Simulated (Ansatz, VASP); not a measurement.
**ZnSn3N2: VASP beside Ansatz**

INCAR

```
SYSTEM = ZnSn3N2
ALGO = Normal
EDIFF = 1E-7
EDIFFG = -0.04
ENCUT = 600
GGA = PE
IBRION = 2
ISIF = 3
ISMEAR = 0
LASPH = .TRUE.
LCHARG = .FALSE.
LREAL = .FALSE.
LWAVE = .FALSE.
NELM = 60
NSW = 90
PREC = Accurate
SIGMA = 0.1
```

File KPOINTS:

```
k-points
0
G
  3 3 3
  0 0 0
```

Contents of POSCAR:

```
ZnSn3N2
1.0
    3.4715530600      2.0043020900      3.1226299000
   -3.4715530600      2.0043020900      3.1226299000
    0.0000000000     -4.0086041800      3.1226299000
Zn Sn N
1 3 2
Direct
    0.0000000000      0.0000000000      0.0000000000
    0.0000000000      0.5000000000      0.5000000000
    0.5000000000      0.0000000000      0.5000000000
    0.5000000000      0.5000000000      0.0000000000
    0.2396710000      0.2396710000      0.2396710000
    0.7603290000      0.7603290000      0.7603290000
```

Input for Ansatz:

```yaml
crystal:
  lattice:
    - [3.47155306, 2.00430209, 3.1226299]
    - [-3.47155306, 2.00430209, 3.1226299]
    - [0.0, -4.00860418, 3.1226299]
  atoms:
    - { symbol: Zn, position: [0.0, 0.0, 0.0] }
    - { symbol: Sn, position: [0.0, 0.5, 0.5] }
    - { symbol: Sn, position: [0.5, 0.0, 0.5] }
    - { symbol: Sn, position: [0.5, 0.5, 0.0] }
    - { symbol: "N", position: [0.239671, 0.239671, 0.239671] }
    - { symbol: "N", position: [0.760329, 0.760329, 0.760329] }
basis:
  ecutwfc: 420
kpoints:
  mp_grid: { grid: [3, 3, 3] }
hamiltonian:
  xc: pbe
scf:
  occupations: { method: gaussian, width: 0.1 }
  lower_state_search: "off"
output:
  forces: true
  stress: true
  eigenvalues: true
relax:
  adjacent_minimum: "off"
  f_tol: 0.04
  max_steps: 70
  cell: { stress_tol: 0.4 }
```

Alike in both runs: task relaxation of cell and atoms; functional PBE; k mesh 3 × 3 × 3; occupations gaussian, width 0.1 eV; no spin polarisation.

|  | VASP | Ansatz |
| --- | --- | --- |
| version | VASP 6.6.1 | Ansatz 0.2.0 |
| potentials or method | VASP PAW PBE potentials, release 64 (Zn, Sn_d, N), cutoff 600 eV | scalar-relativistic, plane waves, PAW |
| valence electrons in the cell | 64 | 64 |

```csv
,VASP,Ansatz,Ansatz less VASP
"gap on the k mesh at the Fermi level, each at its own relaxed structure (eV)",none,none,-
relaxed volume (Å³/atom),20.48,20.49,+0.004
relaxed cell length with the largest relative difference (Å),5.053,5.053,-0.0001
```

A gap of «none» marks a metal or a gap that the smearing closes.

The k mesh is coarse, so the values compare programs but aren't converged.
